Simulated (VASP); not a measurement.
# P in VASP: notebook

P is run at these levels: PBEsol; tasks: single point.

Everything below comes from runs of VASP 6.6.1. Logs are shortened: lines on timing, memory, paths and dates and some standing lists are left out, and cuts for length are marked.

## 1. The cell of the first run

The cell holds a slab with vacuum, 4 atoms: a = 3.284 Å, b = 34.875 Å, c = 4.570 Å, α = 90.00°, β = 90.00°, γ = 90.00°.

## 2. Single point, PBEsol (strain +0.0300 x Voigt [0, 0, 1, 0, 0, 0])

INCAR reads:

```
SYSTEM = P
  ALGO = Normal
  EDIFF = 1E-7
  ENCUT = 520
  GGA = PS
  ISIF = 2
  ISMEAR = 0
  LASPH = .True.
  LCHARG = .True.
  LELF = .True.
  LREAL = .False.
  LVHAR = .True.
  LWAVE = .False.
  NBANDS = 18
  NELM = 60
  PREC = Accurate
  SIGMA = 0.05
```

KPOINTS reads:

```
k-points
0
Gamma
  8 1 6
  0 0 0
```

POSCAR reads:

```
P
1.0
    3.2843671017      0.0000000000      0.0000000000
    0.0000000000     34.8747470704      0.0000000000
    0.0000000000      0.0000000000      4.5700173813
P
4
Direct
    0.0000000000      0.9696876236      0.5826201292
    0.0000000000      0.0303123764      0.4173798708
    0.5000000000      0.0303123764      0.0826201292
    0.5000000000      0.9696876236      0.9173798708
```

Potentials or basis: VASP PAW PBE potentials, release 64 (P).

The run is started by

```sh
$ cat potpaw_PBE.64/P/POTCAR > POTCAR
$ mpirun -np 1 vasp_std > vasp.out
```

OUTCAR:

```text
SYSTEM = P
   EDIFF = 1E-7
   ENCUT = 520
   GGA = PS
   ISIF = 2
   ISMEAR = 0
   LASPH = .True.
   LREAL = .False.
   NELM = 60
   PREC = Accurate

 ion  position               nearest neighbor table
   1  0.000  0.970  0.583-   4 2.24   4 2.24   2 2.25
   2  0.000  0.030  0.417-   3 2.24   3 2.24   1 2.25
   3  0.500  0.030  0.083-   2 2.24   2 2.24   4 2.25
   4  0.500  0.970  0.917-   1 2.24   1 2.24   3 2.25

  LATTYP: Found a simple orthorhombic cell.
 ALAT       =     3.2843671017
 B/A-ratio  =     1.3914453652
 C/A-ratio  =    10.6184071361

  Lattice vectors:

 A1 = (  -3.2843671017,   0.0000000000,   0.0000000000)
 A2 = (   0.0000000000,   0.0000000000,   4.5700173813)
 A3 = (   0.0000000000,  34.8747470704,   0.0000000000)

Analysis of symmetry for initial positions (statically):
=====================================================================
 Subroutine PRICEL returns:
 Original cell was already a primitive cell.

 Routine SETGRP: Setting up the symmetry group for a
 simple orthorhombic supercell.

 Subroutine GETGRP returns: Found  8 space group operations
 (whereof  4 operations were pure point group operations)
 out of a pool of  8 trial point group operations.

The static configuration has the point symmetry C_2h.
 The point group associated with its full space group is D_2h.

Analysis of symmetry for dynamics (positions and initial velocities):
=====================================================================
 Subroutine PRICEL returns:
 Original cell was already a primitive cell.

 Routine SETGRP: Setting up the symmetry group for a
 simple orthorhombic supercell.

 Subroutine GETGRP returns: Found  8 space group operations
 (whereof  4 operations were pure point group operations)
 out of a pool of  8 trial point group operations.

The dynamic configuration has the point symmetry C_2h.
 The point group associated with its full space group is D_2h.

 Subroutine INISYM returns: Found  8 space group operations
 (whereof  4 operations are pure point group operations),
 and found     1 'primitive' translations

----------------------------------------------------------------------------------------

                                     Primitive cell

  volume of cell :     523.4565

  direct lattice vectors                    reciprocal lattice vectors
     3.284367102  0.000000000  0.000000000     0.304472664  0.000000000  0.000000000
     0.000000000 34.874747070  0.000000000     0.000000000  0.028674043  0.000000000
     0.000000000  0.000000000  4.570017381     0.000000000  0.000000000  0.218817549

  length of vectors
     3.284367102 34.874747070  4.570017381     0.304472664  0.028674043  0.218817549

  position of ions in fractional coordinates (direct lattice)
     0.000000000  0.969687624  0.582620129
     0.000000000  0.030312376  0.417379871
     0.500000000  0.030312376  0.082620129
     0.500000000  0.969687624  0.917379871

  ion indices of the primitive-cell ions
   primitive index   ion index
                 1           1
                 2           2
                 3           3
                 4           4

----------------------------------------------------------------------------------------

 KPOINTS: k-points

Automatic generation of k-mesh.
 Grid dimensions read from file:
 generate k-points for:    8    1    6

 Generating k-lattice:

  Cartesian coordinates                     Fractional coordinates (reciprocal lattice)
     0.038059083  0.000000000  0.000000000     0.125000000  0.000000000  0.000000000
     0.000000000  0.028674043  0.000000000     0.000000000  1.000000000  0.000000000
     0.000000000  0.000000000  0.036469591     0.000000000  0.000000000  0.166666667

  Length of vectors
     0.038059083  0.028674043  0.036469591

  Shift w.r.t. Gamma in fractional coordinates (k-lattice)
     0.000000000  0.000000000  0.000000000

 Subroutine IBZKPT returns following result:
 ===========================================

 Found     20 irreducible k-points:

 Following reciprocal coordinates:
            Coordinates               Weight
  0.000000  0.000000  0.000000      1.000000
  0.125000  0.000000  0.000000      2.000000
  0.250000  0.000000  0.000000      2.000000
  0.375000  0.000000  0.000000      2.000000
  0.500000  0.000000  0.000000      1.000000
  0.000000  0.000000  0.166667      2.000000
[... 12 lines left out ...]
  0.375000  0.000000  0.500000      2.000000
  0.500000  0.000000  0.500000      1.000000
   k-points           NKPTS =     20   k-points in BZ     NKDIM =     20   number of bands    NBANDS=     18
   number of dos      NEDOS =    301   number of ions     NIONS =      4
   total plane-waves  NPLWV = 233280
   dimension x,y,z NGX =    24 NGY =  270 NGZ =   36
   dimension x,y,z NGXF=    48 NGYF=  540 NGZF=   72
   ions per type =               4
   NGX,Y,Z   is equivalent  to a cutoff of  12.15, 12.87, 13.10 a.u.
   NGXF,Y,Z  is equivalent  to a cutoff of  24.30, 25.74, 26.19 a.u.
 SYSTEM =  P
   PREC   = accura    normal or accurate (medium, high low for compatibility)
   ISTART =      0    job   : 0-new  1-cont  2-samecut
   ICHARG =      2    charge: 1-file 2-atom 10-const
   ISPIN  =      1    spin polarized calculation?
   LNONCOLLINEAR =      F non collinear calculations
   LSORBIT =      F    spin-orbit coupling
   LASPH  =      T    aspherical Exc in radial PAW
   ENCUT  =  520.0 eV  38.22 Ry    6.18 a.u.   6.11 64.84  8.50*2*pi/ulx,y,z
   NELM   =     60;   NELMIN=  2; NELMDL= -5     # of ELM steps
   EDIFF  = 0.1E-06   stopping-criterion for ELM
   LREAL  =      F    real-space projection
   EDIFFG = 0.1E-05   stopping-criterion for IOM
   NSW    =      0    number of steps for IOM
   IBRION =     -1    ionic relax: 0-MD 1-quasi-New 2-CG
   NFREE  =      0    steps in history (QN), initial steepest desc. (CG)
   ISIF   =      2    stress and relaxation
   ISYM   =      2    0-nonsym 1-usesym 2-fastsym
   POTIM  = 0.5000    time-step for ionic-motion
   TEBEG  =    0.0;   TEEND  =   0.0 temperature during run
   PSTRESS=    0.0 pullay stress
   NELECT =      20.0000    total number of electrons
   NUPDOWN=      -1.0000    fix difference up-down
   EMIN   =  10.00;   EMAX   =-10.00  energy-range for DOS
   EFERMI =   0.00;   METHOD = LEGACY
   ISMEAR =     0;   SIGMA  =   0.05  broadening in eV -4-tet -1-fermi 0-gaus
   EFERMI_NEDOS =   21; number of points for ismear=-14 and -15
   IALGO  =     38    algorithm
   IMIX   =      4    mixing-type and parameters
     AMIX     =   0.40;   BMIX     =  1.00
     AMIX_MAG =   1.60;   BMIX_MAG =  1.00
  volume/ion in A,a.u.               =     130.86       883.11
  Fermi-wavevector in a.u.,A,eV,Ry     =   0.551389  1.041974  4.136574  0.304030
  Thomas-Fermi vector in A             =   1.583372
   LORBIT       =      0    0 simple, 1 ext, 2 COOP (PROOUT), +10 PAW based schemes
   GGA     = PS    functional components
   LHFCALC =     F    Hartree Fock is set to
   AEXX    =    0.0000 exact exchange contribution
   IVDW    =     0    specifies the selected vdW correction
   LEPSILON=     F    determine dielectric tensor
   LRPA    =     F    only Hartree local field effects (RPA)
 non-spin polarized calculation
 Gauss-broadening in eV      SIGMA  =   0.05
  energy-cutoff  :      520.00
  volume of cell :      523.46
 maximum number of plane-waves:     14166
   NGX = 13   NGY =129   NGZ = 17

 number of electron      19.9999998 magnetization

 Free energy of the ion-electron system (eV)
  ---------------------------------------------------
  ext. energy  EPLUGINS =         0.00000000
  ---------------------------------------------------
  free energy    TOTEN  =       -22.81026192 eV

  energy without entropy =      -22.81026192  energy(sigma->0) =      -22.81026192

 E-fermi :  -3.2446     XC(G=0):  -1.7759

 val. band max:       -3.4924870546   @ k =   0.0000   0.0000   0.0000
 cond. band min:      -2.5543977251   @ k =   0.0000   0.0000   0.0000
 fundamental gap:      0.9380893295
 Fermi energy:        -3.2445527667

 k-point     1 :       0.0000    0.0000    0.0000
  band No.  band energies     occupation
      1     -18.3579      2.00000
      2     -15.7567      2.00000
      3     -12.6025      2.00000
      4      -9.0888      2.00000
      5      -8.1228      2.00000
      6      -8.0977      2.00000
[... 10 lines left out ...]
     17       1.6471      0.00000
     18       1.7916      0.00000

 k-point     2 :       0.1250    0.0000    0.0000
  band No.  band energies     occupation
      1     -18.1707      2.00000
      2     -15.5610      2.00000
      3     -12.6775      2.00000
      4      -8.9445      2.00000
      5      -8.2793      2.00000
      6      -7.9294      2.00000
[... 10 lines left out ...]
     17       1.7207      0.00000
     18       1.8648      0.00000

 k-point     3 :       0.2500    0.0000    0.0000
  band No.  band energies     occupation
      1     -17.6156      2.00000
      2     -14.9769      2.00000
      3     -13.1306      2.00000
      4      -9.3479      2.00000
      5      -8.5987      2.00000
      6      -8.5538      2.00000
[... 10 lines left out ...]
     17       2.0318      0.00000
     18       2.3578      0.00000

 k-point     4 :       0.3750    0.0000    0.0000
  band No.  band energies     occupation
      1     -16.7155      2.00000
      2     -14.2070      2.00000
      3     -14.0141      2.00000
      4     -11.0744      2.00000
      5      -8.7248      2.00000
      6      -8.1369      2.00000
[... 291 lines left out ...]
      4     -11.7702      2.00000
      5      -8.7029      2.00000
      6      -8.7029      2.00000
[... 10 lines left out ...]
     17       2.9320      0.00000
     18       2.9320      0.00000

 k-point    19 :       0.3750    0.0000    0.5000
  band No.  band energies     occupation
      1     -15.7080      2.00000
      2     -15.7080      2.00000
      3     -12.3894      2.00000
      4     -12.3894      2.00000
      5      -9.0561      2.00000
      6      -9.0561      2.00000
[... 10 lines left out ...]
     17       3.0885      0.00000
     18       3.0885      0.00000

 k-point    20 :       0.5000    0.0000    0.5000
  band No.  band energies     occupation
      1     -15.1563      2.00000
      2     -15.1563      2.00000
      3     -13.0506      2.00000
      4     -13.0506      2.00000
      5      -8.3019      2.00000
      6      -8.3019      2.00000
[... 10 lines left out ...]
     17       2.8404      0.00000
     18       2.8404      0.00000

------------------------ aborting loop because EDIFF is reached ----------------------------------------

  FORCE on cell =-STRESS in cart. coord.  units (eV):
  Direction    XX          YY          ZZ          XY          YZ          ZX
  --------------------------------------------------------------------------------------
  -------------------------------------------------------------------------------------
  Total       -0.9595574     -0.3851626     -2.0287396      0.0000000      0.0000000      0.0000000
  in kB       -2.9369797     -1.1788920     -6.2094948      0.0000000      0.0000000      0.0000000
  external PRESSURE =      -3.4417888 kB  Pullay stress =       0.0000000 kB

 VOLUME and BASIS-vectors are now :
 -----------------------------------------------------------------------------
  energy-cutoff  :      520.00
  volume of cell :      523.46
      direct lattice vectors                 reciprocal lattice vectors
     3.284367102  0.000000000  0.000000000     0.304472664  0.000000000  0.000000000
     0.000000000 34.874747070  0.000000000     0.000000000  0.028674043  0.000000000
     0.000000000  0.000000000  4.570017381     0.000000000  0.000000000  0.218817549

 POSITION                                       TOTAL-FORCE (eV/Angst)
 -----------------------------------------------------------------------------------
      0.00000     33.81761      2.66258         0.000000      0.087756      0.433602
      0.00000      1.05714      1.90743        -0.000000     -0.087756     -0.433602
      1.64218      1.05714      0.37758         0.000000     -0.087756      0.433602
      1.64218     33.81761      4.19244         0.000000      0.087756     -0.433602
 -----------------------------------------------------------------------------------
    total drift:                               -0.000000      0.000000     -0.000000

  FREE ENERGIE OF THE ION-ELECTRON SYSTEM (eV)
  ---------------------------------------------------
  free  energy   TOTEN  =       -22.8102619208 eV

  energy  without entropy=      -22.8102619208  energy(sigma->0) =      -22.81026192
```

Wall time 4.2 min (1 thread of Intel Xeon Platinum 8259CL at 2.50GHz (Skylake/Cascade Lake), shared host); peak memory 0.56 GiB.

Results:

- Free energy: -22.8103 eV
- Largest force: 0.442 eV/Å
- Band gap on the k mesh: 0.94 eV, direct

Forces in eV/Å, atoms in the order of the input:
```
P    0.000  0.088  0.434
P    0.000 -0.088 -0.434
P    0.000 -0.088  0.434
P    0.000  0.088 -0.434
```

Caveat: the cell differs from its parent crystal (strain +0.0300 x Voigt [0, 0, 1, 0, 0, 0]); the PAW data sets were made with another functional, which shifts forces and pressure a little.

[end of part 1 of 2]
